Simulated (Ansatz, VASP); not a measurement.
**SnSe2 in VASP and in Ansatz**

File INCAR:

```
  PREC = Accurate
  ENCUT = 500
  EDIFF = 1E-6
  ISMEAR = 0
  SIGMA = 0.03
  LREAL = F
  LASPH = T
  NELM = 120
  ALGO = Normal
  ISIF = 2
  LWAVE = F
  LCHARG = T
  GGA = PE
  IVDW = 12
  LELF = T
  LVHAR = T
  NBANDS = 20
  GGA_COMPAT = F
```

Contents of KPOINTS:

```
regular mesh
0
Gamma
  12 12 6
```

POSCAR

```
SnSe2
1.0
    3.6960000000      0.0000000000      0.0000000000
   -1.8480000000      3.2008298924      0.0000000000
    0.0000000000      0.0000000000      7.3081000000
Sn Se
1 2
Direct
    0.0000000000      0.0000000000      0.0000000000
    0.3333333333      0.6666666667      0.2651331237
    0.6666666667      0.3333333333      0.7348668763
```

Input for Ansatz:

```yaml
crystal:
  lattice:
    - [3.696, 0.0, 0.0]
    - [-1.848, 3.2008298924, 0.0]
    - [0.0, 0.0, 7.3081]
  atoms:
    - { symbol: Sn, position: [0.0, 0.0, 0.0] }
    - { symbol: Se, position: [0.3333333333, 0.6666666667, 0.2651331237] }
    - { symbol: Se, position: [0.6666666667, 0.3333333333, 0.7348668763] }
basis:
  ecutwfc: 420
kpoints:
  mp_grid: { grid: [12, 12, 6] }
hamiltonian:
  xc: pbe
  dispersion: d3bj
scf:
  occupations: { method: gaussian, width: 0.03 }
output:
  forces: true
  stress: true
  eigenvalues: true
  write_density: true
  write_potential: true
  elf: true
  volumetric_format: npy
```

Alike in both runs: task single point; functional PBE; dispersion D3(BJ); k mesh 12 × 12 × 6; occupations gaussian, width 0.03 eV; no spin polarisation.

```csv
,VASP,Ansatz
version,VASP 6.6.1,Ansatz 0.2.0
potentials or method,"VASP PAW PBE potentials, release 64 (Sn_d, Se), cutoff 500 eV","scalar-relativistic, plane waves, PAW"
valence electrons in the cell,26,46
```

|  | VASP | Ansatz | Ansatz less VASP |
| --- | --- | --- | --- |
| gap on the k mesh at the Fermi level (eV) | none | none | - |
| pressure (GPa) | -5.2 | -5.2 | -0.01 |
| traceless stress, the component that is largest in VASP (GPa) | -9.88 | -9.90 | -0.021 |
| rms of the force components (eV/Å) | 0.839 | 0.842 | +0.0034 |

Atom by atom the forces differ by 0.003 eV/Å (rms over components). A gap of «none» marks a metal or a gap that the smearing closes. VASP's potentials hold 26 valence electrons a cell and Ansatz's 46, so a difference there can come from the potentials and not from the codes.
